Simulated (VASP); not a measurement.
# Sb (R-3m) in VASP: a series of runs

Sb is run at these levels: r2SCAN; tasks: single point.

Everything below comes from runs of VASP 6.6.1. Logs are shortened: lines on timing, memory, paths and dates and some standing lists are left out, and cuts for length are marked.

## (1) The cell of the first run

The structure is trigonal, space group R-3m (No. 166). The conventional cell has a = 4.279 Å, b = 4.279 Å, c = 11.198 Å, α = 90.00°, β = 90.00°, γ = 120.00°. Within 3.8 Å of Sb (site symmetry 3m) lie 6 Sb at 2.89 to 3.33 Å.

## (2) Single point, r2SCAN

POSCAR reads:

```
Sb
1.0
    2.1397418462      1.2353805309      3.7327777635
   -2.1397418462      1.2353805309      3.7327777635
    0.0000000000     -2.4707610619      3.7327777635
Sb
2
Direct
    0.7665100000      0.7665100000      0.7665100000
    0.2334900000      0.2334900000      0.2334900000
```

INCAR.step1 reads:

```
SYSTEM = Sb
PREC = Accurate
ENCUT = 520
ISMEAR = -1
SIGMA = 0.05
LREAL = .FALSE.
LASPH = .TRUE.
NELM = 100
NBANDS = 12
GGA = PE
ALGO = Normal
EDIFF = 1E-4
LWAVE = .TRUE.
LCHARG = .FALSE.
```

INCAR.step2 reads:

```
SYSTEM = Sb
PREC = Accurate
ENCUT = 520
EDIFF = 1E-6
ISMEAR = -1
SIGMA = 0.05
LREAL = .FALSE.
LASPH = .TRUE.
NELM = 100
ALGO = Normal
ISIF = 2
LWAVE = .FALSE.
LCHARG = .TRUE.
METAGGA = R2SCAN
LMIXTAU = .TRUE.
LELF = .TRUE.
LVHAR = .TRUE.
NBANDS = 12
ISTART = 1
```

KPOINTS reads:

```
Automatic mesh
0
G
  8 8 8
  0 0 0
```

Potentials or basis: VASP PAW PBE potentials, release 64 (Sb).

The run is started by

```bash
$ cat potpaw_PBE.64/Sb/POTCAR > POTCAR
$ cp INCAR.step1 INCAR
$ mpirun -np 1 vasp_std > vasp.out
$ cp INCAR.step2 INCAR
$ mpirun -np 1 vasp_std > vasp.out
```

OUTCAR:

```text
SYSTEM = Sb
   PREC = Accurate
   ENCUT = 520
   EDIFF = 1E-6
   ISMEAR = -1
   LREAL = .FALSE.
   LASPH = .TRUE.
   NELM = 100
   ISIF = 2
   METAGGA = R2SCAN
   ISTART = 1

 ion  position               nearest neighbor table
   1  0.767  0.767  0.767-   2 2.89   2 2.89   2 2.89   2 3.33   2 3.33   2 3.33
   2  0.233  0.233  0.233-   1 2.89   1 2.89   1 2.89   1 3.33   1 3.33   1 3.33

  LATTYP: Found a trigonal (rhomboedric) cell.
 ALAT       =     4.4764148664
 COS(alpha) =     0.5430253624

  Lattice vectors:

 A1 = (   2.1397418462,   1.2353805309,   3.7327777635)
 A2 = (  -2.1397418462,   1.2353805309,   3.7327777635)
 A3 = (   0.0000000000,  -2.4707610619,   3.7327777635)

Analysis of symmetry for initial positions (statically):
=====================================================================
 Subroutine PRICEL returns:
 Original cell was already a primitive cell.

 Routine SETGRP: Setting up the symmetry group for a
 trigonal (rhombohedral) supercell.

 Subroutine GETGRP returns: Found 12 space group operations
 (whereof 12 operations were pure point group operations)
 out of a pool of 12 trial point group operations.

The static configuration has the point symmetry D_3d.

Analysis of symmetry for dynamics (positions and initial velocities):
=====================================================================
 Subroutine PRICEL returns:
 Original cell was already a primitive cell.

 Routine SETGRP: Setting up the symmetry group for a
 trigonal (rhombohedral) supercell.

 Subroutine GETGRP returns: Found 12 space group operations
 (whereof 12 operations were pure point group operations)
 out of a pool of 12 trial point group operations.

The dynamic configuration has the point symmetry D_3d.

 Subroutine INISYM returns: Found 12 space group operations
 (whereof 12 operations are pure point group operations),
 and found     1 'primitive' translations

----------------------------------------------------------------------------------------

                                     Primitive cell

  volume of cell :      59.2032

  direct lattice vectors                    reciprocal lattice vectors
     2.139741846  1.235380531  3.732777764     0.233673048  0.134911197  0.089299003
    -2.139741846  1.235380531  3.732777764    -0.233673048  0.134911197  0.089299003
     0.000000000 -2.470761062  3.732777764     0.000000000 -0.269822395  0.089299003

  length of vectors
     4.476414866  4.476414866  4.476414866     0.284215476  0.284215476  0.284215476

  position of ions in fractional coordinates (direct lattice)
     0.766510000  0.766510000  0.766510000
     0.233490000  0.233490000  0.233490000

  ion indices of the primitive-cell ions
   primitive index   ion index
                 1           1
                 2           2

----------------------------------------------------------------------------------------

 KPOINTS: Automatic mesh

Automatic generation of k-mesh.
 Grid dimensions read from file:
 generate k-points for:    8    8    8

 Generating k-lattice:

  Cartesian coordinates                     Fractional coordinates (reciprocal lattice)
     0.029209131  0.016863900  0.011162375     0.125000000  0.000000000  0.000000000
    -0.029209131  0.016863900  0.011162375     0.000000000  0.125000000  0.000000000
     0.000000000 -0.033727799  0.011162375     0.000000000  0.000000000  0.125000000

  Length of vectors
     0.035526934  0.035526934  0.035526934

  Shift w.r.t. Gamma in fractional coordinates (k-lattice)
     0.000000000  0.000000000  0.000000000

 Subroutine IBZKPT returns following result:
 ===========================================

 Found     65 irreducible k-points:

 Following reciprocal coordinates:
            Coordinates               Weight
  0.000000  0.000000  0.000000      1.000000
  0.125000 -0.000000  0.000000      6.000000
  0.250000 -0.000000  0.000000      6.000000
  0.375000 -0.000000  0.000000      6.000000
  0.500000 -0.000000  0.000000      3.000000
  0.125000  0.125000  0.000000      6.000000
[... 16 lines left out ...]
  0.250000  0.125000  0.125000      6.000000
  0.375000  0.125000  0.125000      6.000000
 [... further k-points ...]
   k-points           NKPTS =     65   k-points in BZ     NKDIM =     65   number of bands    NBANDS=     12
   number of dos      NEDOS =    301   number of ions     NIONS =      2
   total plane-waves  NPLWV =  46656
   dimension x,y,z NGX =    36 NGY =   36 NGZ =   36
   dimension x,y,z NGXF=    72 NGYF=   72 NGZF=   72
   ions per type =               2
   NGX,Y,Z   is equivalent  to a cutoff of  13.37, 13.37, 13.37 a.u.
   NGXF,Y,Z  is equivalent  to a cutoff of  26.74, 26.74, 26.74 a.u.
 SYSTEM =  Sb
   PREC   = accura    normal or accurate (medium, high low for compatibility)
   ISTART =      1    job   : 0-new  1-cont  2-samecut
   ICHARG =      0    charge: 1-file 2-atom 10-const
   ISPIN  =      1    spin polarized calculation?
   LNONCOLLINEAR =      F non collinear calculations
   LSORBIT =      F    spin-orbit coupling
   LASPH  =      T    aspherical Exc in radial PAW
   ENCUT  =  520.0 eV  38.22 Ry    6.18 a.u.   8.32  8.32  8.32*2*pi/ulx,y,z
   NELM   =    100;   NELMIN=  2; NELMDL=  0     # of ELM steps
   EDIFF  = 0.1E-05   stopping-criterion for ELM
   LREAL  =      F    real-space projection
   EDIFFG = 0.1E-04   stopping-criterion for IOM
   NSW    =      0    number of steps for IOM
   IBRION =     -1    ionic relax: 0-MD 1-quasi-New 2-CG
   NFREE  =      0    steps in history (QN), initial steepest desc. (CG)
   ISIF   =      2    stress and relaxation
   ISYM   =      2    0-nonsym 1-usesym 2-fastsym
   POTIM  = 0.5000    time-step for ionic-motion
   TEBEG  =    0.0;   TEEND  =   0.0 temperature during run
   PSTRESS=    0.0 pullay stress
   NELECT =      10.0000    total number of electrons
   NUPDOWN=      -1.0000    fix difference up-down
   EMIN   =  10.00;   EMAX   =-10.00  energy-range for DOS
   EFERMI =   0.00;   METHOD = LEGACY
   ISMEAR =    -1;   SIGMA  =   0.05  broadening in eV -4-tet -1-fermi 0-gaus
   EFERMI_NEDOS =   21; number of points for ismear=-14 and -15
   IALGO  =     38    algorithm
   IMIX   =      4    mixing-type and parameters
     AMIX     =   0.40;   BMIX     =  1.00
     AMIX_MAG =   1.60;   BMIX_MAG =  1.00
  volume/ion in A,a.u.               =      29.60       199.76
  Fermi-wavevector in a.u.,A,eV,Ry     =   0.904954  1.710114 11.142370  0.818941
  Thomas-Fermi vector in A             =   2.028463
   LORBIT       =      0    0 simple, 1 ext, 2 COOP (PROOUT), +10 PAW based schemes
   METAGGA = R2SCAN    functional components
   LHFCALC =     F    Hartree Fock is set to
   AEXX    =    0.0000 exact exchange contribution
   IVDW    =     0    specifies the selected vdW correction
   LEPSILON=     F    determine dielectric tensor
   LRPA    =     F    only Hartree local field effects (RPA)
 non-spin polarized calculation
  energy-cutoff  :      520.00
  volume of cell :       59.20
 maximum number of plane-waves:      1613
 NGX is ok and might be reduce to    36
   NGX = 17   NGY = 17   NGZ = 17

 number of electron      10.0000000 magnetization

 Free energy of the ion-electron system (eV)
  ---------------------------------------------------
  ext. energy  EPLUGINS =         0.00000000
  ---------------------------------------------------
  free energy    TOTEN  =       -51.36834464 eV

  energy without entropy =      -51.36549070  energy(sigma->0) =      -51.36691767

 E-fermi :   7.6726     XC(G=0): -10.0885

 val. band max:        7.6683085611   @ k =   0.3750   0.1250   0.1250
 cond. band min:       7.6789375276   @ k =   0.3750   0.2500   0.2500
 fundamental gap:      0.0106289665
 Fermi energy:         7.6725737690

 k-point     1 :       0.0000    0.0000    0.0000
  band No.  band energies     occupation
      1      -6.0077      2.00000
      2       2.8351      2.00000
      3       5.1726      2.00000
      4       5.4501      2.00000
      5       5.4501      2.00000
      6       9.6673      0.00000
      7      10.3396      0.00000
      8      10.3396      0.00000
      9      12.9021      0.00000
     10      12.9021      0.00000
     11      13.1371      0.00000
     12      14.5774      0.00000

 k-point     2 :       0.1250   -0.0000    0.0000
  band No.  band energies     occupation
      1      -5.8220      2.00000
      2       1.9235      2.00000
      3       5.2166      2.00000
      4       5.4086      2.00000
      5       5.8683      2.00000
      6       9.5705      0.00000
      7       9.9128      0.00000
      8       9.9254      0.00000
      9      12.3649      0.00000
     10      12.8519      0.00000
     11      12.9793      0.00000
     12      15.6720      0.00000

 k-point     3 :       0.2500   -0.0000    0.0000
  band No.  band energies     occupation
      1      -5.2697      2.00000
      2       0.2428      2.00000
      3       5.2481      2.00000
      4       5.3361      2.00000
      5       6.4292      2.00000
      6       8.8675      0.00000
      7       9.0152      0.00000
      8       9.0294      0.00000
      9      12.7752      0.00000
     10      13.3649      0.00000
     11      13.8572      0.00000
     12      17.8272      0.00000
[... 286 lines left out ...]
 k-point    23 :       0.2500    0.1250    0.1250
  band No.  band energies     occupation
      1      -5.5722      2.00000
      2       0.9789      2.00000
      3       4.4263      2.00000
      4       5.8218      2.00000
      5       7.0016      2.00000
      6       8.7467      0.00000
      7       8.7599      0.00000
      8      10.6461      0.00000
      9      12.6115      0.00000
     10      13.0417      0.00000
     11      13.9506      0.00000
     12      15.4442      0.00000

 k-point    24 :       0.3750    0.1250    0.1250
  band No.  band energies     occupation
      1      -4.9306      2.00000
      2      -0.3572      2.00000
      3       3.8081      2.00000
      4       5.7434      2.00000
      5       7.6683      1.04263
      6       7.8020      0.13965
      7       8.1551      0.00013
      8      10.7730      0.00000
      9      12.8488      0.00000
     10      13.7970      0.00000
     11      15.1534      0.00000
     12      17.0425      0.00000

 [... further k-points ...]
[... 5 lines left out ...]
  --------------------------------------------------------------------------------------
  -------------------------------------------------------------------------------------
  Total        1.2237161      1.2237161      1.0075717     -0.0000000     -0.0000000      0.0000000
  in kB       33.1166010     33.1166010     27.2672315     -0.0000000     -0.0000000      0.0000000
  external PRESSURE =      31.1668111 kB  Pullay stress =       0.0000000 kB

 VOLUME and BASIS-vectors are now :
 -----------------------------------------------------------------------------
  energy-cutoff  :      520.00
  volume of cell :       59.20
      direct lattice vectors                 reciprocal lattice vectors
     2.139741846  1.235380531  3.732777764     0.233673048  0.134911197  0.089299003
    -2.139741846  1.235380531  3.732777764    -0.233673048  0.134911197  0.089299003
     0.000000000 -2.470761062  3.732777764     0.000000000 -0.269822395  0.089299003

 POSITION                                       TOTAL-FORCE (eV/Angst)
 -----------------------------------------------------------------------------------
      0.00000     -0.00000      8.58363         0.000000      0.000000     -0.162389
      0.00000     -0.00000      2.61470         0.000000     -0.000000      0.162389
 -----------------------------------------------------------------------------------
    total drift:                                0.000000     -0.000000     -0.000000

  FREE ENERGIE OF THE ION-ELECTRON SYSTEM (eV)
  ---------------------------------------------------
  free  energy   TOTEN  =       -51.3683446359 eV

  energy  without entropy=      -51.3654907019  energy(sigma->0) =      -51.36691767
```

It took 3.6 min on 1 thread of Intel Xeon Platinum 8375C at 2.90GHz (Ice Lake), shared host; peak memory 0.22 GiB.

Results:

- Free energy: -51.3683 eV
- Pressure: 3.1 GPa
- Largest force: 0.162 eV/Å
- Band gap on the k mesh: zero (band 5 reaches 7.68 eV, above the bottom of band 6 at 7.45 eV)

Forces on the atoms (eV/Å):
```
Sb   0.000  0.000 -0.162
Sb   0.000  0.000  0.162
```

Stress tensor (GPa, compression positive):
```
3.31 0.00 0.00
0.00 3.31 0.00
0.00 0.00 2.73
```

Levels at points of the mesh, in eV from the Fermi level:
| k point | band 3 | band 4 | band 5 | band 6 | band 7 | band 8 |
| --- | --- | --- | --- | --- | --- | --- |
| (0.00, 0.00, 0.00) | -2.50 | -2.22 | -2.22 | 1.99 | 2.67 | 2.67 |
| (0.50, 0.00, 0.00) | -2.37 | -2.22 | -0.53 | -0.22 | 0.17 | 0.31 |
| (0.50, 0.50, 0.00) | -5.98 | -4.28 | -4.20 | 1.48 | 5.14 | 5.80 |
| (0.50, 0.50, 0.50) | -1.68 | -1.68 | -0.46 | -0.11 | -0.11 | 1.18 |

Caveat: the PAW data sets were made with another functional, which shifts forces and pressure a little; spin-orbit coupling is left out, which moves the levels of the heavy elements.

(Part 1 of 2 ends here.)
